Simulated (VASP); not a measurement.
# H3C2N in VASP: notebook

The runs below take H3C2N through single point, with PBE+D3(BJ).

Everything below comes from runs of VASP 6.6.1. Logs are shortened: lines on timing, memory, paths and dates and some standing lists are left out, and cuts for length are marked.

## Step 1: The cell of the first run

The cell holds an amorphous packing of atoms, 36 atoms: a = 8.052 Å, b = 8.052 Å, c = 8.052 Å, α = 90.00°, β = 90.00°, γ = 90.00°.

## Step 2: Single point, PBE+D3(BJ)

Input file INCAR:

```
SYSTEM = H3C2N
PREC = Accurate
ENCUT = 520
EDIFF = 1E-6
ISMEAR = -1
SIGMA = 0.02
LREAL = Auto
LASPH = .True.
NELM = 80
ALGO = Normal
ISIF = 2
LWAVE = .False.
LCHARG = .True.
GGA = PE
IVDW = 12
LELF = .True.
LVHAR = .True.
NBANDS = 72
```

Input file KPOINTS:

```
Automatic mesh
0
Gamma
  1 1 1
  0 0 0
```

Input file POSCAR:

```
H3C2N
1.0
    8.0517480000      0.0000000000      0.0000000000
    0.0000000000      8.0517480000      0.0000000000
    0.0000000000      0.0000000000      8.0517480000
C N H
12 6 18
Direct
    0.6402833273      0.3023939646      0.3605676680
    0.5684479941      0.1729313933      0.4590804382
    0.2472630788      0.5003385600      0.4943398626
    0.0724190573      0.5146832713      0.5421679864
    0.2612724591      0.9387526783      0.8483375287
    0.3319030849      1.0527900277      0.9609217775
    0.6697676082      0.7604063118      0.8658492541
    0.6100787059      0.7068775625      1.0269447082
    0.6214178586      0.3447077579      0.8117616200
    0.7545193913      0.2397243431      0.8807155912
    0.9487505073      0.8865155740      0.2702891347
    1.0076197119      0.7402616177      0.1688453240
    0.4998541932      0.0695501151      0.5312759416
   -0.0691402662      0.5407645644      0.5751918714
    0.3948583587      1.1372809979      1.0610491039
    0.5601516590      0.6628995344      1.1567798694
    0.8636758130      0.1657279885      0.9450246083
    1.0579938667      0.6380602075      0.0843916129
    0.7490423198      0.3536747548      0.4259199369
    0.6763500298      0.2499829851      0.2362344177
    0.5568107695      0.4071041468      0.3354054300
    0.3079455542      0.6117926194      0.5268669611
    0.3058963097      0.3964853346      0.5652437210
    0.2692831420      0.4842799352      0.3628528861
    0.2626013631      0.8107680469      0.8988110408
    0.1328283001      0.9810788912      0.8274600745
    0.3254821189      0.9447762151      0.7271216138
    0.7813955429      0.6887200146      0.8321174483
    0.5635173878      0.7411930925      0.7746268264
    0.7196946551      0.8899806601      0.8573417847
    0.5542150599      0.4111529571      0.9137643155
    0.6747478933      0.4374950632      0.7364736204
    0.5395101784      0.2697923482      0.7351322967
    0.8821686918      0.8544355834      0.3929333109
    1.0572114279      0.9673303238      0.2963828476
    0.8608938084      0.9603007943      0.1926041401
```

Potentials or basis: VASP PAW PBE potentials, release 64 (C, N, H).

Command:

```sh
> cat potpaw_PBE.64/C/POTCAR potpaw_PBE.64/N/POTCAR potpaw_PBE.64/H/POTCAR > POTCAR
> mpirun -np 1 vasp_gam > vasp.out
```

OUTCAR:

```text
SYSTEM = H3C2N
   PREC = Accurate
   ENCUT = 520
   EDIFF = 1E-6
   ISMEAR = -1
   LREAL = Auto
   LASPH = .True.
   NELM = 80
   ISIF = 2
   GGA = PE
   IVDW = 12
 IVDW          = 12

 ion  position               nearest neighbor table
   1  0.640  0.302  0.361-  21 1.10  19 1.10  20 1.12   2 1.43
   2  0.568  0.173  0.459-  13 1.16   1 1.43
   3  0.247  0.500  0.494-  22 1.05  24 1.08  23 1.12   4 1.46
   4  0.072  0.515  0.542-  14 1.19   3 1.46
   5  0.261  0.939  0.848-  26 1.10  27 1.11  25 1.11   6 1.41
   6  0.332  0.053  0.961-  15 1.17   5 1.41
   7  0.670  0.760  0.866-  28 1.10  30 1.12  29 1.14   8 1.45
   8  0.610  0.707  0.027-  16 1.17   7 1.45
   9  0.621  0.345  0.812-  32 1.05  33 1.09  31 1.12  10 1.47
  10  0.755  0.240  0.881-  17 1.18   9 1.47
  11  0.949  0.887  0.270-  35 1.11  36 1.12  34 1.15  12 1.51
  12  0.008  0.740  0.169-  18 1.14  11 1.51
  13  0.500  0.070  0.531-   2 1.16
  14  0.931  0.541  0.575-   4 1.19
  15  0.395  0.137  0.061-   6 1.17
  16  0.560  0.663  0.157-   8 1.17
  17  0.864  0.166  0.945-  10 1.18
[... 17 lines left out ...]
  35  0.057  0.967  0.296-  11 1.11
  36  0.861  0.960  0.193-  11 1.12

  LATTYP: Found a simple cubic cell.
 ALAT       =     8.0517480000

  Lattice vectors:

 A1 = (   8.0517480000,   0.0000000000,   0.0000000000)
 A2 = (   0.0000000000,   8.0517480000,   0.0000000000)
 A3 = (   0.0000000000,   0.0000000000,   8.0517480000)

Analysis of symmetry for initial positions (statically):
=====================================================================
 Subroutine PRICEL returns:
 Original cell was already a primitive cell.

 Routine SETGRP: Setting up the symmetry group for a
 simple cubic supercell.

 Subroutine GETGRP returns: Found  1 space group operations
 (whereof  1 operations were pure point group operations)
 out of a pool of 48 trial point group operations.

The static configuration has the point symmetry C_1 .

Analysis of symmetry for dynamics (positions and initial velocities):
=====================================================================
 Subroutine PRICEL returns:
 Original cell was already a primitive cell.

 Routine SETGRP: Setting up the symmetry group for a
 simple cubic supercell.

 Subroutine GETGRP returns: Found  1 space group operations
 (whereof  1 operations were pure point group operations)
 out of a pool of 48 trial point group operations.

The dynamic configuration has the point symmetry C_1 .

 Subroutine INISYM returns: Found  1 space group operations
 (whereof  1 operations are pure point group operations),
 and found     1 'primitive' translations
[... 145 lines left out ...]
   ISIF   =      2    stress and relaxation
   ISYM   =      2    0-nonsym 1-usesym 2-fastsym
   POTIM  = 0.5000    time-step for ionic-motion
   TEBEG  =    0.0;   TEEND  =   0.0 temperature during run
   PSTRESS=    0.0 pullay stress
   NELECT =      96.0000    total number of electrons
   NUPDOWN=      -1.0000    fix difference up-down
   EMIN   =  10.00;   EMAX   =-10.00  energy-range for DOS
   EFERMI =   0.00;   METHOD = LEGACY
   ISMEAR =    -1;   SIGMA  =   0.02  broadening in eV -4-tet -1-fermi 0-gaus
   EFERMI_NEDOS =   21; number of points for ismear=-14 and -15
   IALGO  =     38    algorithm
   IMIX   =      4    mixing-type and parameters
     AMIX     =   0.40;   BMIX     =  1.00
     AMIX_MAG =   1.60;   BMIX_MAG =  1.00
  volume/ion in A,a.u.               =      14.50        97.85
  Fermi-wavevector in a.u.,A,eV,Ry     =   0.930983  1.759303 11.792568  0.866729
  Thomas-Fermi vector in A             =   2.057429
   LORBIT       =      0    0 simple, 1 ext, 2 COOP (PROOUT), +10 PAW based schemes
   GGA     = PE    functional components
   LHFCALC =     F    Hartree Fock is set to
   AEXX    =    0.0000 exact exchange contribution
   IVDW    =    12    specifies the selected vdW correction
   LEPSILON=     F    determine dielectric tensor
   LRPA    =     F    only Hartree local field effects (RPA)
 non-spin polarized calculation
  energy-cutoff  :      520.00
  volume of cell :      522.00
 maximum number of plane-waves:      6999
 NGX is ok and might be reduce to    60
   NGX = 29   NGY = 29   NGZ = 29

 number of electron      95.9999999 magnetization

 Free energy of the ion-electron system (eV)
  ---------------------------------------------------
  ext. energy  EPLUGINS =         0.00000000
  ---------------------------------------------------
  free energy    TOTEN  =      -220.64176378 eV

  energy without entropy =     -220.64176378  energy(sigma->0) =     -220.64176378

 E-fermi :  -4.1378     XC(G=0):  -6.2250

 val. band max:       -4.6271604559   @ k =   0.0000   0.0000   0.0000
 cond. band min:       1.6318072162   @ k =   0.0000   0.0000   0.0000
 fundamental gap:      6.2589676721
 Fermi energy:        -4.1377623719

 k-point     1 :       0.0000    0.0000    0.0000
  band No.  band energies     occupation
      1     -19.8412      2.00000
      2     -19.6835      2.00000
      3     -19.6385      2.00000
      4     -19.5120      2.00000
      5     -19.4522      2.00000
      6     -19.3111      2.00000
[... 52 lines left out ...]
     59       2.8718      0.00000
     60       3.0866      0.00000
 [bands above 60 left out]

------------------------ aborting loop because EDIFF is reached ----------------------------------------

 Edisp (eV)   -1.61498

 E8    (eV) :    -0.3860

  FORCE on cell =-STRESS in cart. coord.  units (eV):
  Direction    XX          YY          ZZ          XY          YZ          ZX
  --------------------------------------------------------------------------------------
  -------------------------------------------------------------------------------------
  Total      -6.66374     0.39259    -2.95405     3.95095     1.75770     0.56608
  in kB     -20.45305     1.20498    -9.06689    12.12668     5.39492     1.73748
  external pressure =       -9.44 kB  Pullay stress =        0.00 kB

 VOLUME and BASIS-vectors are now :
 -----------------------------------------------------------------------------
  energy-cutoff  :      520.00
  volume of cell :      522.00
      direct lattice vectors                 reciprocal lattice vectors
     8.051748000  0.000000000  0.000000000     0.124196634  0.000000000  0.000000000
     0.000000000  8.051748000  0.000000000     0.000000000  0.124196634  0.000000000
     0.000000000  0.000000000  8.051748000     0.000000000  0.000000000  0.124196634

 POSITION                                       TOTAL-FORCE (eV/Angst)
 -----------------------------------------------------------------------------------
      5.15540      2.43480      2.90320         0.841927      0.013926     -0.740601
      4.57700      1.39240      3.69640        -0.164908      0.647169     -0.942787
      1.99090      4.02860      3.98030        -0.633409     -1.480215      0.838965
      0.58310      4.14410      4.36540        -2.028507      0.652224     -0.001526
      2.10370      7.55860      6.83060        -0.764190     -0.536327     -1.066917
      2.67240      0.42505      7.73710         1.124725      0.725459      1.519144
[... 28 lines left out ...]
      0.46065      7.78870      2.38640        -0.236498     -0.253247     -0.024108
      6.93170      7.73210      1.55080         0.362000     -0.309809      0.249647
 -----------------------------------------------------------------------------------
    total drift:                                0.025851     -0.012212     -0.030699

  FREE ENERGIE OF THE ION-ELECTRON SYSTEM (eV)
  ---------------------------------------------------
  free  energy   TOTEN  =      -222.2567408547 eV

  energy  without entropy=     -222.2567408546  energy(sigma->0) =     -222.25674085
```

stdout:

```text
POSCAR found type information on POSCAR C N H
 POSCAR found :  3 types and      36 ions
 scaLAPACK will be used
 LDA part: xc-table for (Slater+PW92), standard interpolation
 POSCAR, INCAR and KPOINTS ok, starting setup
 FFT: planning ... GRIDC
 FFT: planning ... GRID_SOFT
 FFT: planning ... GRID
 WAVECAR not read
 entering main loop
```

Wall time 2 min (1 thread of Intel Xeon Platinum 8375C at 2.90GHz (Ice Lake), shared host); peak memory 0.47 GiB.

Results:

| Property | Result |
| --- | --- |
| Free energy | -222.2567 eV |
| Pressure | -0.9 GPa |
| Largest force | 4.710 eV/Å |
| Band gap on the k mesh | 6.26 eV |
| Dispersion energy per atom | -0.045 eV |

Forces in eV/Å, atoms in the order of the input:
```
C    0.842  0.014 -0.741
C   -0.165  0.647 -0.943
C   -0.633 -1.480  0.839
C   -2.029  0.652 -0.002
C   -0.764 -0.536 -1.067
C    1.125  0.725  1.519
C   -0.143  0.155 -0.803
C   -0.127  0.198  1.037
C   -0.016 -0.766  1.585
C    0.621 -0.043  0.723
C   -0.346 -0.593  0.106
C   -1.582  3.425  2.820
N   -0.414 -1.005  0.733
N    2.447 -0.598 -0.437
N   -0.287 -0.130 -0.391
N    0.297  0.222 -0.911
N   -1.275  0.577 -0.891
N    0.991 -2.158 -1.701
H    0.061 -0.036 -0.223
H   -0.073  0.307  0.709
H   -0.183 -0.124  0.071
H    0.755  1.371  0.515
H   -0.243  0.362 -0.361
H   -0.343 -0.254 -0.588
H   -0.124  0.304 -0.070
H   -0.148 -0.327 -0.028
H    0.024 -0.033  0.168
H   -0.328 -0.371 -0.159
H    1.135  0.250  0.458
H   -0.770 -0.341  0.456
H    0.183 -0.689 -0.367
H    0.860  1.036 -1.027
H   -0.313 -0.141  0.167
H    0.837 -0.057 -1.424
H   -0.236 -0.253 -0.024
H    0.362 -0.310  0.250
```

Levels at points of the mesh, in eV from the valence-band top:
```
           k point  band 45  band 46  band 47  band 48  band 49  band 50  band 51  band 52
(0.00, 0.00, 0.00)    -0.26    -0.10    -0.03     0.00     6.26     6.63     6.68     6.89
```

Caveat: the k points lie up to 0.78 Å⁻¹ apart.

## Step 3: Single point, PBE+D3(BJ)

Input file INCAR:

```
  ALGO = Normal
  EDIFF = 1E-6
  ENCUT = 520
  GGA = PE
  ISIF = 2
  ISMEAR = -1
  IVDW = 12
  LASPH = T
  LCHARG = F
  LREAL = Auto
  LWAVE = F
  NBANDS = 72
  NELM = 80
  PREC = Accurate
  SIGMA = 0.02
```

Input file KPOINTS:

```
k-points
0
Gamma
  1 1 1
```

Input file POSCAR:

```
H3C2N
1.0
    8.0517480000      0.0000000000      0.0000000000
    0.0000000000      8.0517480000      0.0000000000
    0.0000000000      0.0000000000      8.0517480000
C N H
12 6 18
Direct
    0.6135065330      0.3234825531      0.3719564994
    0.5357221811      0.1837613398      0.4492937434
    0.2381097868      0.4818829402      0.4954327930
    0.0690036499      0.5071072766      0.5576428870
    0.2716056191      0.9302824679      0.8560749790
    0.3564319201      1.0405318199      0.9708450885
    0.6682648290      0.7799300226      0.8519516507
    0.6144504274      0.7292826353      1.0177789966
    0.6536841441      0.3730370101      0.8089671957
    0.7606671247      0.2515602823      0.8874097898
    0.9444905628      0.8620239978      0.2671097009
    1.0051730382      0.7243147699      0.1635297081
    0.4653275289      0.0869252242      0.5318348264
   -0.0678610409      0.5428634875      0.5944920283
    0.4350732288      1.1354801467      1.0419973402
    0.5807558806      0.6786476676      1.1507314933
    0.8461392483      0.1429006472      0.9272272307
    1.0486915388      0.6069116917      0.0928369840
    0.7284132588      0.3676965548      0.4433819836
    0.6647749035      0.3003943988      0.2488900547
    0.5363059053      0.4364766508      0.3599715242
    0.3225510783      0.5854380937      0.5145839140
    0.3000218089      0.3651381042      0.5468626191
    0.2242121835      0.4756482692      0.3634241906
    0.2894526754      0.8021736398      0.9015433667
    0.1387276403      0.9635174871      0.8650792350
    0.3242774116      0.9387650980      0.7366474957
    0.7816563559      0.7193965832      0.8212999215
    0.5718261426      0.7484710152      0.7604063118
    0.6786849266      0.9198747899      0.8608441297
    0.5982924453      0.4573292656      0.9010217409
    0.7176702500      0.4510821750      0.7199057894
    0.5442296505      0.3213215317      0.7579844774
    0.8701091986      0.8102836800      0.3751731922
    1.0499956034      0.9415843616      0.3141429662
    0.8714505223      0.9501415096      0.1812153088
```

Potentials or basis: VASP PAW PBE potentials, release 64 (C, N, H).

Command:

```sh
> cat potpaw_PBE.64/C/POTCAR potpaw_PBE.64/N/POTCAR potpaw_PBE.64/H/POTCAR > POTCAR
> mpirun -np 1 vasp_gam > vasp.out
```

Run time: 99 s. Hardware: 1 thread of Intel Xeon Platinum 8375C at 2.90GHz (Ice Lake), shared host; peak memory 0.47 GiB.

Results (log left out):

```yaml
Free_energy: -222.0255 eV
Pressure: -0.3 GPa
Largest_force: 2.516 eV/Å
Band_gap_on_the_k_mesh: 6.16 eV
Dispersion_energy_per_atom: -0.045 eV
```

Forces on the atoms (eV/Å):
```
C    1.889  1.263  0.132
C   -0.492 -0.024  0.643
C   -0.045 -1.173  1.042
C   -0.484  0.806  0.355
C   -0.842 -0.430  2.331
C   -0.737 -1.256 -1.797
C   -1.464  1.541  1.001
C   -0.030 -0.888  0.888
C    0.124  0.900  1.455
C   -0.772  0.573 -1.123
C   -0.174  0.833 -0.502
C   -0.449  1.067  1.327
N    0.318  0.050 -0.514
N    1.335 -0.425 -0.371
N    1.081  1.520  1.538
N    0.127  0.590 -1.095
N    0.653 -0.556  0.599
N    0.361 -0.699 -0.665
H   -1.069 -0.573 -0.256
H   -0.267 -0.401 -0.338
H   -0.144 -0.463  0.027
H   -0.086  0.493  0.461
H   -0.812  0.940 -0.505
H    0.066 -0.438 -1.126
H   -0.308  0.045 -0.006
H    0.089 -0.252 -0.455
H    0.389  0.455 -1.489
H    1.045 -0.282 -0.299
H    0.119  0.053  0.006
H    0.279 -0.931 -0.451
H    0.343 -0.048  0.343
H    0.430 -0.059 -0.282
H   -0.797 -1.098 -0.740
H    0.446  0.540 -0.985
H   -0.506 -0.738 -0.201
H    0.382 -0.933  1.053
```

Stress tensor (GPa, compression positive):
```
-0.42  0.65  0.14
 0.65 -0.36  1.11
 0.14  1.11 -0.07
```

Levels at points of the mesh, in eV from the valence-band top:
```tsv
k point	band 44	band 45	band 46	band 47	band 48	band 49	band 50	band 51	band 52	band 53
(0.00, 0.00, 0.00)	-0.33	-0.31	-0.20	-0.16	0.00	6.16	6.52	6.64	6.76	6.96
```

Caveat: the k points lie up to 0.78 Å⁻¹ apart.

[end of part 1 of 3]
